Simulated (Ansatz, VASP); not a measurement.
Two plane-wave programs on Ge4F

```xyz
5
Lattice="4.0304 0.0000 0.0000 0.0000 4.0304 0.0000 0.0000 0.0000 21.6417" Properties=species:S:1:pos:R:3 pbc="T T T"
Ge    0.0000    2.0152    4.0000
Ge    0.0000    0.0000    5.4249
Ge    2.0152    0.0000    6.9179
Ge    2.0152    2.0152    8.3417
F     3.5266    3.5266   11.6417
```

Alike in both runs: task single point; functional PBE; dispersion D3(BJ); k mesh 7 × 7 × 1; occupations gaussian, width 0.1 eV; no spin polarisation.

|  | VASP | Ansatz |
| --- | --- | --- |
| version | VASP 6.6.1 | Ansatz 0.2.0 |
| potentials or method | VASP PAW PBE potentials, release 64 (Ge_d, F), cutoff 520 eV | scalar-relativistic, plane waves, PAW |
| valence electrons in the cell | 63 | 63 |

|  | VASP | Ansatz | Ansatz less VASP |
| --- | --- | --- | --- |
| gap on the k mesh at the Fermi level (eV) | none | none | - |
| rms of the force components (eV/Å) | 0.193 | 0.193 | +0.0003 |

Atom by atom the forces differ by 0.002 eV/Å (rms over components). A gap of «none» marks a metal or a gap that the smearing closes.
